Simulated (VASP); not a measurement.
# Ta2SN4 (P1) in VASP: single point with PBE

Aim: the single point of Ta2SN4 with PBE.

Program: VASP 6.6.1. These are calculated values, not measurements. Logs are shortened: lines on timing, memory, paths and dates and some standing lists are left out, and cuts for length are marked.

### Step 1. The cell of the first run

The typed cell holds 7 atoms: a = 4.825 Å, b = 4.829 Å, c = 5.748 Å, α = 100.87°, β = 100.57°, γ = 96.12°.

### Step 2. Single point, PBE

Contents of INCAR:

```
SYSTEM = Ta2SN4
PREC = Accurate
ENCUT = 520
EDIFF = 1E-7
ISMEAR = 0
SIGMA = 0.02
LREAL = .False.
LASPH = .True.
NELM = 80
ALGO = Normal
ISIF = 2
LWAVE = .False.
LCHARG = .False.
GGA = PE
NBANDS = 33
```

Contents of KPOINTS:

```
regular mesh
0
Gamma
  6 6 6
  0 0 0
```

Contents of POSCAR:

```
Ta2SN4
1.0
    4.8252644589     -0.0004637243      0.0231304633
   -0.5145279310      4.8012479815     -0.0253560953
   -1.0813415586     -1.1770235054      5.5212630747
Ta S N
2 1 4
Direct
    0.2574511850      0.7762264754      0.5272424399
    0.7719478098      0.2914111768      0.5255243344
    0.9134972654      0.8016854508      0.8584586224
    0.9858932017      0.4673152529      0.3312863236
    0.0233124511      0.0438396682      0.6985629567
    0.4560515385      0.0092117420      0.3598054136
    0.5918474986      0.6103111841      0.6991208496
```

Potentials or basis: VASP PAW PBE potentials, release 64 (Ta_pv, S, N).

On the command line:

```console
> cat potpaw_PBE.64/Ta_pv/POTCAR potpaw_PBE.64/S/POTCAR potpaw_PBE.64/N/POTCAR > POTCAR
> mpirun -np 1 vasp_std > vasp.out
```

OUTCAR:

```text
SYSTEM = Ta2SN4
   PREC = Accurate
   ENCUT = 520
   EDIFF = 1E-7
   ISMEAR = 0
   LREAL = .False.
   LASPH = .True.
   NELM = 80
   ISIF = 2
   GGA = PE

 ion  position               nearest neighbor table
   1  0.257  0.776  0.527-   4 1.90   6 1.90   5 2.04   7 2.05   3 2.74   2 3.13   2 3.32   2 3.59
                             2 3.59
   2  0.772  0.291  0.526-   6 1.90   4 1.90   7 2.04   5 2.05   3 2.75   1 3.13   1 3.32   1 3.59
                             1 3.59
   3  0.913  0.802  0.858-   5 1.72   7 1.72   1 2.74   2 2.75
   4  0.986  0.467  0.331-   1 1.90   2 1.90
   5  0.023  0.044  0.699-   3 1.72   1 2.04   2 2.05
   6  0.456  0.009  0.360-   2 1.90   1 1.90
   7  0.592  0.610  0.699-   3 1.72   2 2.04   1 2.05

  LATTYP: Found a triclinic cell.
 ALAT       =     4.8253199201
 B/A-ratio  =     1.4882695157
 C/A-ratio  =     2.6071251255
 COS(alpha) =     0.0008632812
 COS(beta)  =     0.6013952629
 COS(gamma) =     0.7436491965

  Lattice vectors:

 A1 = (  -4.8252644589,   0.0004637243,  -0.0231304633)
 A2 = (  -5.3397923899,   4.8017117058,  -0.0484865586)
 A3 = (  -7.5401314972,  -8.4245450090,  -5.5168118107)

Analysis of symmetry for initial positions (statically):
=====================================================================
 Subroutine PRICEL returns:
 Original cell was already a primitive cell.

 Routine SETGRP: Setting up the symmetry group for a
 triclinic supercell.

 Subroutine GETGRP returns: Found  1 space group operations
 (whereof  1 operations were pure point group operations)
 out of a pool of  2 trial point group operations.

The static configuration has the point symmetry C_1 .

Analysis of symmetry for dynamics (positions and initial velocities):
=====================================================================
 Subroutine PRICEL returns:
 Original cell was already a primitive cell.

 Routine SETGRP: Setting up the symmetry group for a
 triclinic supercell.

 Subroutine GETGRP returns: Found  1 space group operations
 (whereof  1 operations were pure point group operations)
 out of a pool of  2 trial point group operations.

The dynamic configuration has the point symmetry C_1 .

 Subroutine INISYM returns: Found  1 space group operations
 (whereof  1 operations are pure point group operations),
 and found     1 'primitive' translations

----------------------------------------------------------------------------------------

                                     Primitive cell

  volume of cell :     127.9015

  direct lattice vectors                    reciprocal lattice vectors
     4.825264459 -0.000463724  0.023130463     0.207027402  0.022425565  0.045327083
    -0.514527931  4.801247982 -0.025356095    -0.000192842  0.208493045  0.044408803
    -1.081341559 -1.177023505  5.521263075    -0.000868194  0.000863544  0.181132032

  length of vectors
     4.825319920  4.828805660  5.747958754     0.213114512  0.213170187  0.181136171

  position of ions in fractional coordinates (direct lattice)
     0.257451185  0.776226475  0.527242440
     0.771947810  0.291411177  0.525524334
     0.913497265  0.801685451  0.858458622
     0.985893202  0.467315253  0.331286324
     0.023312451  0.043839668  0.698562957
     0.456051538  0.009211742  0.359805414
     0.591847499  0.610311184  0.699120850

  ion indices of the primitive-cell ions
   primitive index   ion index
                 1           1
                 2           2
                 3           3
                 4           4
                 5           5
                 6           6
                 7           7

----------------------------------------------------------------------------------------

 KPOINTS: regular mesh

Automatic generation of k-mesh.
 Grid dimensions read from file:
 generate k-points for:    6    6    6

 Generating k-lattice:

  Cartesian coordinates                     Fractional coordinates (reciprocal lattice)
     0.034504567  0.003737594  0.007554514     0.166666667 -0.000000000 -0.000000000
    -0.000032140  0.034748841  0.007401467    -0.000000000  0.166666667  0.000000000
    -0.000144699  0.000143924  0.030188672     0.000000000 -0.000000000  0.166666667

  Length of vectors
     0.035519085  0.035528365  0.030189362

  Shift w.r.t. Gamma in fractional coordinates (k-lattice)
     0.000000000  0.000000000  0.000000000

 Subroutine IBZKPT returns following result:
 ===========================================

 Found    112 irreducible k-points:

 Following reciprocal coordinates:
            Coordinates               Weight
  0.000000  0.000000  0.000000      1.000000
  0.166667  0.000000  0.000000      2.000000
  0.333333 -0.000000  0.000000      2.000000
  0.500000 -0.000000 -0.000000      1.000000
  0.000000  0.166667  0.000000      2.000000
  0.166667  0.166667  0.000000      2.000000
[... 16 lines left out ...]
  0.333333 -0.000000  0.166667      2.000000
  0.500000 -0.000000  0.166667      2.000000
 [... further k-points ...]
   k-points           NKPTS =    112   k-points in BZ     NKDIM =    112   number of bands    NBANDS=     33
   number of dos      NEDOS =    301   number of ions     NIONS =      7
   total plane-waves  NPLWV =  62208
   dimension x,y,z NGX =    36 NGY =   36 NGZ =   48
   dimension x,y,z NGXF=    72 NGYF=   72 NGZF=   96
   ions per type =               2   1   4
   NGX,Y,Z   is equivalent  to a cutoff of  12.40, 12.39, 13.88 a.u.
   NGXF,Y,Z  is equivalent  to a cutoff of  24.81, 24.79, 27.77 a.u.
 SYSTEM =  Ta2SN4
   PREC   = accura    normal or accurate (medium, high low for compatibility)
   ISTART =      0    job   : 0-new  1-cont  2-samecut
   ICHARG =      2    charge: 1-file 2-atom 10-const
   ISPIN  =      1    spin polarized calculation?
   LNONCOLLINEAR =      F non collinear calculations
   LSORBIT =      F    spin-orbit coupling
   LASPH  =      T    aspherical Exc in radial PAW
   ENCUT  =  520.0 eV  38.22 Ry    6.18 a.u.   8.97  8.98 10.69*2*pi/ulx,y,z
   NELM   =     80;   NELMIN=  2; NELMDL= -5     # of ELM steps
   EDIFF  = 0.1E-06   stopping-criterion for ELM
   LREAL  =      F    real-space projection
   EDIFFG = 0.1E-05   stopping-criterion for IOM
   NSW    =      0    number of steps for IOM
   IBRION =     -1    ionic relax: 0-MD 1-quasi-New 2-CG
   NFREE  =      0    steps in history (QN), initial steepest desc. (CG)
   ISIF   =      2    stress and relaxation
   ISYM   =      2    0-nonsym 1-usesym 2-fastsym
   POTIM  = 0.5000    time-step for ionic-motion
   TEBEG  =    0.0;   TEEND  =   0.0 temperature during run
   PSTRESS=    0.0 pullay stress
   NELECT =      48.0000    total number of electrons
   NUPDOWN=      -1.0000    fix difference up-down
   EMIN   =  10.00;   EMAX   =-10.00  energy-range for DOS
   EFERMI =   0.00;   METHOD = LEGACY
   ISMEAR =     0;   SIGMA  =   0.02  broadening in eV -4-tet -1-fermi 0-gaus
   EFERMI_NEDOS =   21; number of points for ismear=-14 and -15
   IALGO  =     38    algorithm
   IMIX   =      4    mixing-type and parameters
     AMIX     =   0.40;   BMIX     =  1.00
     AMIX_MAG =   1.60;   BMIX_MAG =  1.00
  volume/ion in A,a.u.               =      18.27       123.30
  Fermi-wavevector in a.u.,A,eV,Ry     =   1.180855  2.231493 18.972230  1.394420
  Thomas-Fermi vector in A             =   2.317140
   LORBIT       =      0    0 simple, 1 ext, 2 COOP (PROOUT), +10 PAW based schemes
   GGA     = PE    functional components
   LHFCALC =     F    Hartree Fock is set to
   AEXX    =    0.0000 exact exchange contribution
   IVDW    =     0    specifies the selected vdW correction
   LEPSILON=     F    determine dielectric tensor
   LRPA    =     F    only Hartree local field effects (RPA)
 non-spin polarized calculation
 Gauss-broadening in eV      SIGMA  =   0.02
  energy-cutoff  :      520.00
  volume of cell :      127.90
 maximum number of plane-waves:      3472
   NGX = 17   NGY = 17   NGZ = 21

 number of electron      48.0000000 magnetization

 Free energy of the ion-electron system (eV)
  ---------------------------------------------------
  ext. energy  EPLUGINS =         0.00000000
  ---------------------------------------------------
  free energy    TOTEN  =       -63.45259183 eV

  energy without entropy =      -63.45259183  energy(sigma->0) =      -63.45259183

 E-fermi :   1.5227     XC(G=0):  -8.9646

 val. band max:        1.4052624490   @ k =   0.5000   0.5000  -0.0000
 cond. band min:       3.2490217525   @ k =   0.1667   0.0000   0.5000
 fundamental gap:      1.8437593035
 Fermi energy:         1.5226500872

 k-point     1 :       0.0000    0.0000    0.0000
  band No.  band energies     occupation
      1     -33.0898      2.00000
      2     -32.9987      2.00000
      3     -32.9792      2.00000
      4     -32.9148      2.00000
      5     -32.8539      2.00000
      6     -32.7013      2.00000
[... 25 lines left out ...]
     32       6.7520      0.00000
     33       7.3561      0.00000

 k-point     2 :       0.1667    0.0000    0.0000
  band No.  band energies     occupation
      1     -33.0680      2.00000
      2     -32.9965      2.00000
      3     -32.9755      2.00000
      4     -32.9145      2.00000
      5     -32.8605      2.00000
      6     -32.7260      2.00000
[... 25 lines left out ...]
     32       6.6788      0.00000
     33       7.2173      0.00000

 k-point     3 :       0.3333   -0.0000    0.0000
  band No.  band energies     occupation
      1     -33.0137      2.00000
      2     -32.9897      2.00000
      3     -32.9667      2.00000
      4     -32.9098      2.00000
      5     -32.8778      2.00000
      6     -32.7897      2.00000
[... 25 lines left out ...]
     32       6.8680      0.00000
     33       7.3003      0.00000

 k-point     4 :       0.5000   -0.0000   -0.0000
  band No.  band energies     occupation
      1     -32.9927      2.00000
      2     -32.9751      2.00000
      3     -32.9469      2.00000
      4     -32.9003      2.00000
      5     -32.8917      2.00000
      6     -32.8439      2.00000
[... 673 lines left out ...]
     32       6.7466      0.00000
     33       7.2472      0.00000

 k-point    23 :       0.3333   -0.0000    0.1667
  band No.  band energies     occupation
      1     -33.0137      2.00000
      2     -32.9897      2.00000
      3     -32.9667      2.00000
      4     -32.9098      2.00000
      5     -32.8778      2.00000
      6     -32.7897      2.00000
[... 25 lines left out ...]
     32       6.8441      0.00000
     33       7.4069      0.00000

 k-point    24 :       0.5000   -0.0000    0.1667
  band No.  band energies     occupation
      1     -32.9927      2.00000
      2     -32.9751      2.00000
      3     -32.9469      2.00000
      4     -32.9003      2.00000
      5     -32.8917      2.00000
      6     -32.8439      2.00000
[... 25 lines left out ...]
     32       7.1631      0.00000
     33       7.4625      0.00000

 [... further k-points ...]
[... 5 lines left out ...]
  --------------------------------------------------------------------------------------
  -------------------------------------------------------------------------------------
  Total        0.2253400      0.2359235      0.1664291      0.0854664      0.0488119     -0.0368074
  in kB        2.8227558      2.9553321      2.0848000      1.0706081      0.6114501     -0.4610733
  external PRESSURE =       2.6209626 kB  Pullay stress =       0.0000000 kB

 VOLUME and BASIS-vectors are now :
 -----------------------------------------------------------------------------
  energy-cutoff  :      520.00
  volume of cell :      127.90
      direct lattice vectors                 reciprocal lattice vectors
     4.825264459 -0.000463724  0.023130463     0.207027402  0.022425565  0.045327083
    -0.514527931  4.801247982 -0.025356095    -0.000192842  0.208493045  0.044408803
    -1.081341559 -1.177023505  5.521263075    -0.000868194  0.000863544  0.181132032

 POSITION                                       TOTAL-FORCE (eV/Angst)
 -----------------------------------------------------------------------------------
      0.27275      3.10616      2.89732         0.015366      0.010181      0.096181
      3.00664      0.78022      2.91202        -0.006985     -0.010036      0.090762
      3.06709      2.83824      4.74058        -0.040345      0.041821     -0.089176
      4.15852      1.85331      1.84007         0.008971     -0.011554     -0.142863
     -0.66545     -0.61175      3.85638        -0.050777     -0.093603      0.079835
      1.80676     -0.37948      1.99690        -0.009078      0.003841     -0.112837
      1.78581      2.10710      3.85824         0.082848      0.059349      0.078097
 -----------------------------------------------------------------------------------
    total drift:                                0.000022     -0.000172     -0.000338

  FREE ENERGIE OF THE ION-ELECTRON SYSTEM (eV)
  ---------------------------------------------------
  free  energy   TOTEN  =       -63.4525918270 eV

  energy  without entropy=      -63.4525918270  energy(sigma->0) =      -63.45259183
```

Run time: 12 min. Hardware: 1 thread of Intel Xeon 8259CL, shared host; peak memory 0.52 GiB.

Results:

- Free energy: -63.4526 eV
- Pressure: 0.3 GPa
- Largest force: 0.144 eV/Å
- Band gap on the k mesh: 1.84 eV (least direct gap 2.09 eV)

Forces in eV/Å, atoms in the order of the input:
```
Ta   0.015  0.010  0.096
Ta  -0.007 -0.010  0.091
S   -0.040  0.042 -0.089
N    0.009 -0.012 -0.143
N   -0.051 -0.094  0.080
N   -0.009  0.004 -0.113
N    0.083  0.059  0.078
```

Stress tensor (GPa, compression positive):
```
 0.28  0.11 -0.05
 0.11  0.30  0.06
-0.05  0.06  0.21
```

Caveat: spin-orbit coupling is left out, which moves the levels of the heavy elements. A k mesh can miss the band edges.
